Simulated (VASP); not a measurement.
Write the native input for VASP 6.6.1 that does the following.

| Property | Result |
| --- | --- |
| Task | single point |
| Functional | PBE |
| Potentials or basis | VASP PAW PBE potentials, release 64 (B, N, H) |
| Cutoff | 520 eV |
| k mesh | 1 × 1 × 8 |
| Occupations | gaussian, width 0.05 eV |
| Spin | no spin polarisation |
| Dipole correction | no |
| Further INCAR settings | LREAL = Auto; ALGO = Normal; EDIFF = 1e-07; NBANDS = 31 |

The structure of B3H10N3 lies in POSCAR:

```
B3H10N3
1.0
   12.2000000000      0.0000000000      0.0000000000
    0.0000000000     13.2000000000      0.0000000000
    0.0000000000      0.0000000000      4.4442957978
B N H
3 3 10
Direct
    0.5522188348      0.5066552715      0.9929336009
    0.5533804673      0.3919162890      0.5002297852
    0.4452447223      0.5649042144      0.5002333520
    0.5445840917      0.5025850443      0.6354549569
    0.5529553231      0.3977209055      0.1382001737
    0.4505265208      0.5617323721      0.1382025917
    0.6354975675      0.5510790402      0.0667691217
    0.4741273123      0.3419963688      0.5786459908
    0.6398022296      0.3524964890      0.5762496576
    0.3588691003      0.5263402973      0.5785202352
    0.4514173872      0.6537788691      0.5763795451
    0.6139043785      0.5396017969      0.5667564301
    0.4881902894      0.3571686349      0.0542300199
    0.6197663773      0.3601333229      0.0554882266
    0.3801415041      0.5302214035      0.0540875903
    0.4487657049      0.6340219524      0.0556286514
```

The input as run:

INCAR

```
PREC = Accurate
ENCUT = 520
EDIFF = 1E-7
ISMEAR = 0
SIGMA = 0.05
LREAL = Auto
LASPH = T
NELM = 60
ALGO = Normal
ISIF = 2
LWAVE = F
LCHARG = F
GGA = PE
NBANDS = 31
```

KPOINTS

```
Automatic mesh
0
Gamma
  1 1 8
```

Potentials or basis: VASP PAW PBE potentials, release 64 (B, N, H).

Launch:

```bash
$ cat potpaw_PBE.64/B/POTCAR potpaw_PBE.64/N/POTCAR potpaw_PBE.64/H/POTCAR > POTCAR
$ mpirun -np 1 vasp_std > vasp.out
```

Results of the run:

```json
{"Largest force": "0.023 eV/Å", "Band gap on the k mesh": "5.43 eV, direct"}
```

Wall time 2.2 min on 1 thread of Intel(R) Xeon(R) 6975P-C (Granite Rapids), with other jobs on the host, peak memory 0.8 GiB.
